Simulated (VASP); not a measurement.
# Ta4H3 (Pm-3m) in VASP: a series of runs

Ta4H3 is run at these levels: PBE; tasks: single point, relaxation of cell and atoms.

Program: VASP 6.6.1. These are calculated values, not measurements. Logs are shortened: lines on timing, memory, paths and dates and some standing lists are left out, and cuts for length are marked.

**1. The cell of the first run**

The structure is cubic, space group Pm-3m (No. 221). Conventional cell: a = 4.892 Å, b = 4.892 Å, c = 4.892 Å, α = 90.00°, β = 90.00°, γ = 90.00°. Within 3.2 Å of Ta (site symmetry m-3m) lie 6 Ta at 2.45 Å. Within 3.2 Å of Ta (site symmetry 4/mmm) lie 2 Ta at 2.45 Å and 4 H at 2.45 Å. H (site symmetry 4/mmm) has 4 Ta at 2.45 Å within 3.2 Å.

The cell was generated, and may not be a known phase.

**2. Single point, PBE**

INCAR

```
SYSTEM = Ta4H3
  PREC = Accurate
  ENCUT = 500
  EDIFF = 1E-6
  ISMEAR = 0
  SIGMA = 0.2
  LREAL = .False.
  LASPH = .True.
  NELM = 120
  ALGO = Normal
  ISIF = 2
  LWAVE = .False.
  LCHARG = .True.
  GGA = PE
  LELF = .True.
  LVHAR = .True.
  NBANDS = 32
  GGA_COMPAT = .False.
```

KPOINTS

```
regular mesh
0
Gamma
  4 4 4
  0 0 0
```

POSCAR

```
Ta4H3
1.0
    4.8916164019      0.0000000000      0.0000000000
    0.0000000000      4.8916164019      0.0000000000
    0.0000000000      0.0000000000      4.8916164019
Ta H
4 3
Direct
    0.5000000000      0.5000000000      0.5000000000
    0.0000000000      0.5000000000      0.5000000000
    0.5000000000      0.0000000000      0.5000000000
    0.5000000000      0.5000000000      0.0000000000
    0.5000000000      0.0000000000      0.0000000000
    0.0000000000      0.5000000000      0.0000000000
    0.0000000000      0.0000000000      0.5000000000
```

Potentials or basis: VASP PAW PBE potentials, release 64 (Ta_pv, H).

The run is started by

```bash
cat potpaw_PBE.64/Ta_pv/POTCAR potpaw_PBE.64/H/POTCAR > POTCAR
mpirun -np 1 vasp_std > vasp.out
```

OUTCAR:

```text
SYSTEM = Ta4H3
   PREC = Accurate
   ENCUT = 500
   EDIFF = 1E-6
   ISMEAR = 0
   LREAL = .False.
   LASPH = .True.
   NELM = 120
   ISIF = 2
   GGA = PE

 ion  position               nearest neighbor table
   1  0.500  0.500  0.500-   2 2.45   3 2.45   4 2.45   4 2.45   3 2.45   2 2.45
   2  0.000  0.500  0.500-   1 2.45   1 2.45   4 3.46   4 3.46   3 3.46   3 3.46   3 3.46   4 3.46
                             4 3.46   3 3.46
   3  0.500  0.000  0.500-   1 2.45   1 2.45   4 3.46   4 3.46   2 3.46   2 3.46   4 3.46   4 3.46
                             2 3.46   2 3.46
   4  0.500  0.500  0.000-   1 2.45   1 2.45   3 3.46   2 3.46   2 3.46   3 3.46   3 3.46   3 3.46
                             2 3.46   2 3.46
   5  0.500  0.000  0.000-
   6  0.000  0.500  0.000-
   7  0.000  0.000  0.500-

  LATTYP: Found a simple cubic cell.
 ALAT       =     4.8916164019

  Lattice vectors:

 A1 = (   4.8916164019,   0.0000000000,   0.0000000000)
 A2 = (   0.0000000000,   4.8916164019,   0.0000000000)
 A3 = (   0.0000000000,   0.0000000000,   4.8916164019)

Analysis of symmetry for initial positions (statically):
=====================================================================
 Subroutine PRICEL returns:
 Original cell was already a primitive cell.

 Routine SETGRP: Setting up the symmetry group for a
 simple cubic supercell.

 Subroutine GETGRP returns: Found 48 space group operations
 (whereof 48 operations were pure point group operations)
 out of a pool of 48 trial point group operations.

The static configuration has the point symmetry O_h .

Analysis of symmetry for dynamics (positions and initial velocities):
=====================================================================
 Subroutine PRICEL returns:
 Original cell was already a primitive cell.

 Routine SETGRP: Setting up the symmetry group for a
 simple cubic supercell.

 Subroutine GETGRP returns: Found 48 space group operations
 (whereof 48 operations were pure point group operations)
 out of a pool of 48 trial point group operations.

The dynamic configuration has the point symmetry O_h .

 Subroutine INISYM returns: Found 48 space group operations
 (whereof 48 operations are pure point group operations),
 and found     1 'primitive' translations

----------------------------------------------------------------------------------------
[... 90 lines left out ...]
   EDIFFG = 0.1E-04   stopping-criterion for IOM
   NSW    =      0    number of steps for IOM
   IBRION =     -1    ionic relax: 0-MD 1-quasi-New 2-CG
   NFREE  =      0    steps in history (QN), initial steepest desc. (CG)
   ISIF   =      2    stress and relaxation
   ISYM   =      2    0-nonsym 1-usesym 2-fastsym
   POTIM  = 0.5000    time-step for ionic-motion
   TEBEG  =    0.0;   TEEND  =   0.0 temperature during run
   PSTRESS=    0.0 pullay stress
   NELECT =      47.0000    total number of electrons
   NUPDOWN=      -1.0000    fix difference up-down
   EMIN   =  10.00;   EMAX   =-10.00  energy-range for DOS
   EFERMI =   0.00;   METHOD = LEGACY
   ISMEAR =     0;   SIGMA  =   0.20  broadening in eV -4-tet -1-fermi 0-gaus
   EFERMI_NEDOS =   21; number of points for ismear=-14 and -15
   IALGO  =     38    algorithm
   IMIX   =      4    mixing-type and parameters
     AMIX     =   0.40;   BMIX     =  1.00
     AMIX_MAG =   1.60;   BMIX_MAG =  1.00
  volume/ion in A,a.u.               =      16.72       112.84
  Fermi-wavevector in a.u.,A,eV,Ry     =   1.207782  2.282376 19.847312  1.458736
  Thomas-Fermi vector in A             =   2.343409
   LORBIT       =      0    0 simple, 1 ext, 2 COOP (PROOUT), +10 PAW based schemes
   GGA     = PE    functional components
   LHFCALC =     F    Hartree Fock is set to
   AEXX    =    0.0000 exact exchange contribution
   IVDW    =     0    specifies the selected vdW correction
   LEPSILON=     F    determine dielectric tensor
   LRPA    =     F    only Hartree local field effects (RPA)
 non-spin polarized calculation
 Gauss-broadening in eV      SIGMA  =   0.20
  energy-cutoff  :      500.00
  volume of cell :      117.05
 maximum number of plane-waves:      3016
 NGX is ok and might be reduce to    36
   NGX = 17   NGY = 17   NGZ = 17

 number of electron      47.0000015 magnetization

 Free energy of the ion-electron system (eV)
  ---------------------------------------------------
  ext. energy  EPLUGINS =         0.00000000
  ---------------------------------------------------
  free energy    TOTEN  =       -48.65209428 eV

  energy without entropy =      -48.58965403  energy(sigma->0) =      -48.62087416

 E-fermi :   2.8966     XC(G=0): -10.1574

 val. band max:        2.8334739111   @ k =   0.5000   0.5000   0.0000
 cond. band min:       3.0568042914   @ k =   0.5000   0.2500   0.2500
 fundamental gap:      0.2233303803
 Fermi energy:         2.8966001542

 k-point     1 :       0.0000    0.0000    0.0000
  band No.  band energies     occupation
      1     -33.0766      2.00000
      2     -33.0766      2.00000
      3     -33.0766      2.00000
      4     -32.2299      2.00000
      5     -32.2299      2.00000
      6     -32.2299      2.00000
[... 339 lines left out ...]
     31       4.3075      0.00000
     32       4.5222      0.00000

------------------------ aborting loop because EDIFF is reached ----------------------------------------

  FORCE on cell =-STRESS in cart. coord.  units (eV):
  Direction    XX          YY          ZZ          XY          YZ          ZX
  --------------------------------------------------------------------------------------
  -------------------------------------------------------------------------------------
  Total       -0.1771208     -0.1771208     -0.1771208      0.0000000      0.0000000      0.0000000
  in kB       -2.4245050     -2.4245050     -2.4245050      0.0000000      0.0000000      0.0000000
  external PRESSURE =      -2.4245050 kB  Pullay stress =       0.0000000 kB

 VOLUME and BASIS-vectors are now :
 -----------------------------------------------------------------------------
  energy-cutoff  :      500.00
  volume of cell :      117.05
      direct lattice vectors                 reciprocal lattice vectors
     4.891616402  0.000000000  0.000000000     0.204431402  0.000000000  0.000000000
     0.000000000  4.891616402  0.000000000     0.000000000  0.204431402  0.000000000
     0.000000000  0.000000000  4.891616402     0.000000000  0.000000000  0.204431402

 POSITION                                       TOTAL-FORCE (eV/Angst)
 -----------------------------------------------------------------------------------
      2.44581      2.44581      2.44581         0.000000      0.000000      0.000000
      0.00000      2.44581      2.44581         0.000000      0.000000      0.000000
      2.44581      0.00000      2.44581         0.000000      0.000000      0.000000
      2.44581      2.44581      0.00000         0.000000      0.000000      0.000000
      2.44581      0.00000      0.00000         0.000000      0.000000      0.000000
      0.00000      2.44581      0.00000         0.000000      0.000000      0.000000
      0.00000      0.00000      2.44581         0.000000      0.000000      0.000000
 -----------------------------------------------------------------------------------
    total drift:                                0.000000      0.000000      0.000000

  FREE ENERGIE OF THE ION-ELECTRON SYSTEM (eV)
  ---------------------------------------------------
  free  energy   TOTEN  =       -48.6520942833 eV

  energy  without entropy=      -48.5896540314  energy(sigma->0) =      -48.62087416
```

OSZICAR:

```text
N       E                     dE             d eps       ncg     rms          rms(c)
DAV:   1     0.411818770443E+03    0.41182E+03   -0.25313E+04   680   0.136E+03
DAV:   2    -0.366433816353E+02   -0.44846E+03   -0.43317E+03   752   0.396E+02
DAV:   3    -0.530577940974E+02   -0.16414E+02   -0.15689E+02   848   0.685E+01
DAV:   4    -0.534690293419E+02   -0.41124E+00   -0.40815E+00   832   0.981E+00
DAV:   5    -0.534818610745E+02   -0.12832E-01   -0.12821E-01   856   0.138E+00    0.278E+01
DAV:   6    -0.496457074408E+02    0.38362E+01   -0.33036E+01   776   0.366E+01    0.185E+01
DAV:   7    -0.487680062720E+02    0.87770E+00   -0.40303E+00   760   0.109E+01    0.983E+00
DAV:   8    -0.486888557741E+02    0.79150E-01   -0.97820E-01   832   0.632E+00    0.156E+00
DAV:   9    -0.486580054918E+02    0.30850E-01   -0.40658E-01   776   0.429E+00    0.690E-01
DAV:  10    -0.486520095663E+02    0.59959E-02   -0.61515E-02   792   0.171E+00    0.249E-01
DAV:  11    -0.486522105044E+02   -0.20094E-03   -0.26088E-03   856   0.313E-01    0.136E-01
DAV:  12    -0.486520618306E+02    0.14867E-03   -0.13241E-03   808   0.239E-01    0.219E-02
DAV:  13    -0.486520907791E+02   -0.28948E-04   -0.96978E-05   824   0.494E-02    0.170E-02
DAV:  14    -0.486520926317E+02   -0.18526E-05   -0.46498E-05   800   0.423E-02    0.372E-03
DAV:  15    -0.486520937449E+02   -0.11132E-05   -0.46400E-06   696   0.128E-02    0.305E-03
DAV:  16    -0.486520942833E+02   -0.53839E-06   -0.88435E-07   512   0.704E-03
   1 F= -.48652094E+02 E0= -.48620874E+02  d E =-.624403E-01
```

stdout:

```text
POSCAR found type information on POSCAR TaH
 POSCAR found :  2 types and       7 ions
 scaLAPACK will be used
 LDA part: xc-table for (Slater+PW92), standard interpolation
 POSCAR, INCAR and KPOINTS ok, starting setup
 FFT: planning ... GRIDC
 FFT: planning ... GRID_SOFT
 FFT: planning ... GRID
 WAVECAR not read
 entering main loop
```

Wall time 1.8 min (1 thread of Intel Xeon 8259CL, shared host); peak memory 0.18 GiB.

Results:

* Free energy: -48.6521 eV
* Pressure: -0.2 GPa
* Band gap on the k mesh: zero (an odd number of electrons rules out a gap without spin polarisation)

Levels at points of the mesh, in eV from the Fermi level:
```tsv
k point	band 19	band 20	band 21	band 22	band 23	band 24	band 25	band 26	band 27	band 28
(0.00, 0.00, 0.00)	-4.06	-3.43	-3.43	1.01	1.01	1.01	1.32	1.32	1.32	2.70
(0.50, 0.00, 0.00)	-3.20	-3.20	-1.14	-0.67	-0.67	0.49	0.53	0.60	0.80	0.80
(0.50, 0.50, 0.00)	-1.92	-1.92	-1.36	-1.32	-0.66	-0.41	-0.06	0.84	0.84	0.85
(0.50, 0.50, 0.50)	-2.00	-0.98	-0.70	-0.70	-0.70	0.45	0.45	0.45	0.88	0.88
```

Caveat: spin-orbit coupling is left out, which moves the levels of the heavy elements; an odd number of electrons without spin polarisation forces a metal; a magnetic or distorted state may lie lower.

**3. Relaxation of cell and atoms, PBE**

This run uses another cell than the first one, of 10.44 Å³/atom.

INCAR

```
  PREC = Accurate
  ENCUT = 500
  EDIFF = 1E-7
  ISMEAR = 0
  SIGMA = 0.2
  LREAL = F
  LASPH = T
  NELM = 120
  ALGO = Normal
  ISIF = 3
  LWAVE = F
  LCHARG = F
  GGA = PE
  IBRION = 2
  NSW = 36
  EDIFFG = -0.08
  GGA_COMPAT = F
  NELMIN = 4
```

KPOINTS

```
Automatic mesh
0
Gamma
  4 4 4
```

POSCAR

```
Ta4H3
1.0
    4.1811096800      0.0000000000      0.0000000000
    0.0000000000      4.1811096800      0.0000000000
    0.0000000000      0.0000000000      4.1811096800
Ta H
4 3
Direct
    0.5000000000      0.5000000000      0.5000000000
    0.5000000000      0.0000000000      0.0000000000
    0.0000000000      0.5000000000      0.0000000000
    0.0000000000      0.0000000000      0.5000000000
    0.5000000000      0.5000000000      0.0000000000
    0.0000000000      0.5000000000      0.5000000000
    0.5000000000      0.0000000000      0.5000000000
```

Potentials or basis: VASP PAW PBE potentials, release 64 (Ta_pv, H).

The run is started by

```bash
cat potpaw_PBE.64/Ta_pv/POTCAR potpaw_PBE.64/H/POTCAR > POTCAR
mpirun -np 1 vasp_std > vasp.out
```

Wall time 1.7 min (1 thread of Intel Xeon 8259CL, shared host); peak memory 0.15 GiB.

It converged, with:

```yaml
Free_energy: -57.5320 eV
Relaxed_volume: 11.36 Å³/atom
Relaxed_cell: a = 4.300 Å, b = 4.300 Å, c = 4.300 Å, α = 90.00°, β = 90.00°, γ = 90.00°
Space_group_after_relaxing_to_0.1_Å: Pm-3m (No. 221)
Energy_gained_by_relaxing: 54.1 meV/atom
Ionic_steps: 3
Pressure_after_relaxing: -0.4 GPa
Band_gap_on_the_k_mesh: zero (an odd number of electrons rules out a gap without spin polarisation)
```

Step by step:
```csv
step,energy change (eV),largest force (eV/Å),pressure (GPa),volume (Å³)
1,0.0000,0.0000,20.79,73.09
2,0.1900,0.0000,-18.43,88.38
3,-0.3789,0.0000,-0.42,79.52
```

Final structure:
```yaml
crystal:
  lattice:
    - [4.30016, 0.00000, 0.00000]
    - [0.00000, 4.30016, 0.00000]
    - [0.00000, 0.00000, 4.30016]
  atoms:
    - { symbol: Ta, position: [0.50000, 0.50000, 0.50000] }
    - { symbol: Ta, position: [0.50000, 0.00000, 0.00000] }
    - { symbol: Ta, position: [0.00000, 0.50000, 0.00000] }
    - { symbol: Ta, position: [0.00000, 0.00000, 0.50000] }
    - { symbol: H, position: [0.50000, 0.50000, 0.00000] }
    - { symbol: H, position: [0.00000, 0.50000, 0.50000] }
    - { symbol: H, position: [0.50000, 0.00000, 0.50000] }
```

Levels at points of the mesh, in eV from the Fermi level:
```csv
k point,band 20,band 21,band 22,band 23,band 24,band 25,band 26,band 27,band 28
"(0.00, 0.00, 0.00)",0.09,0.09,0.09,1.71,1.71,1.71,2.77,2.77,4.83
"(0.50, 0.00, 0.00)",-1.65,-1.57,-1.57,-0.36,-0.35,0.75,1.42,1.81,1.81
"(0.50, 0.50, 0.00)",-1.73,-1.66,-1.66,-1.38,-1.17,0.64,0.66,1.17,1.17
"(0.50, 0.50, 0.50)",-0.64,-0.64,-0.58,-0.58,-0.58,-0.11,-0.11,-0.11,0.38
```

Caveat: the k points lie up to 0.37 Å⁻¹ apart in the final cell, too coarse for converged energies and pressures of a metal; the highest band is partly filled, so the run has too few bands; spin-orbit coupling is left out, which moves the levels of the heavy elements; an odd number of electrons without spin polarisation forces a metal; a magnetic or distorted state may lie lower.

The gap in the log of VASP goes by the Fermi energy; the results here count the filled bands.